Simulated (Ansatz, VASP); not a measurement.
Two plane-wave programs on Hf

```xyz
6
Lattice="3.1190 0.0000 0.0000 0.0000 4.9418 0.0000 0.0000 0.0000 22.3027" Properties=species:S:1:pos:R:3 pbc="T T T"
Hf    2.3393    3.7064    8.0993
Hf    0.7798    1.2355    8.9818
Hf    0.7798    3.7064   10.6460
Hf    2.3393    1.2355   11.6567
Hf    2.3393    3.7064   13.3209
Hf    0.7798    1.2355   14.2034
```

Alike in both runs: functional LDA; k mesh 12 × 8 × 1; occupations fermi-dirac, width 0.05 eV; no spin polarisation.

Ansatz relaxed the structure, and its values are those at the end. VASP's run is a single point on that final structure, the one shown.

|  | VASP | Ansatz |
| --- | --- | --- |
| version | VASP 6.6.1 | Ansatz 0.2.0 |
| potentials or method | VASP PAW LDA potentials, release 64 (Hf_pv) | PAW with Ansatz's default frozen-core files, scalar-relativistic |
| plane-wave cutoff (eV) | 520 | 420 |
| valence electrons in the cell | 60 | 156 |

Ansatz gave:

| Quantity | Value |
| --- | --- |
| rms of the force components (eV/Å) | 0.003 |

Estimate VASP's values.

rms of the force components (eV/Å): 0.009.

LDA's correlation is that of Perdew and Zunger in VASP and of Perdew and Wang (1992) in Ansatz. VASP's potentials hold 60 valence electrons a cell and Ansatz's 156, so a difference there can come from the potentials and not from the codes. Ansatz's warnings: stress scf threshold loose.

Spin-orbit coupling is off throughout.
